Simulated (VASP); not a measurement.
# GaP: single point with LDA

Crystal: GaP.

```
Ga P
1.0
     1.78559    1.03091    7.11321
    -1.78559    1.03091    7.11321
     0.00000   -2.06183    7.11321
Ga P
2 2
Direct
  0.43598 0.43598 0.43598
  0.56402 0.56402 0.56402
  0.05804 0.05804 0.05804
  0.94196 0.94196 0.94196
```

```
Program                : VASP 6.6.1
Task                   : single point
Functional             : LDA
Potentials or basis    : VASP PAW LDA potentials, release 64 (Ga_d, P)
Cutoff                 : 520 eV
k mesh                 : 9 × 9 × 9
Occupations            : gaussian, width 0.05 eV
Spin                   : no spin polarisation
Dipole correction      : no
Further INCAR settings : ALGO = Normal; EDIFF = 1e-07; NBANDS = 26
```

- Pressure: 3.0 GPa
- Largest force: 1.096 eV/Å
- Band gap on the k mesh: zero (bands 18 and 19 overlap by 0.49 eV)

Forces in eV/Å, atoms in the order of the input:
```
Ga   0.000  0.000  0.699
Ga   0.000  0.000 -0.699
P    0.000  0.000 -1.096
P    0.000  0.000  1.096
```

Stress tensor (GPa, compression positive):
```
 12.29   0.00   0.00
  0.00  12.29   0.00
  0.00   0.00 -15.65
```

Levels at points of the mesh, in eV from the Fermi level:
```
           k point  band 14  band 15  band 16  band 17  band 18  band 19  band 20  band 21  band 22  band 23
(0.00, 0.00, 0.00)    -0.88    -0.81    -0.75    -0.75     0.27     0.27     2.91     3.85     4.59     4.59
```

Run time: 6 min on 1 thread of Intel(R) Xeon(R) 6975P-C (Granite Rapids) (shared host), peak memory 0.4 GiB.

Caveat: the stress differs along the axes, from -16 to 12 GPa; semilocal functionals underestimate gaps, and a narrow one can read as zero; forces of over 1 eV/Å act on the atoms, so gaps and moduli don't describe the material at rest.
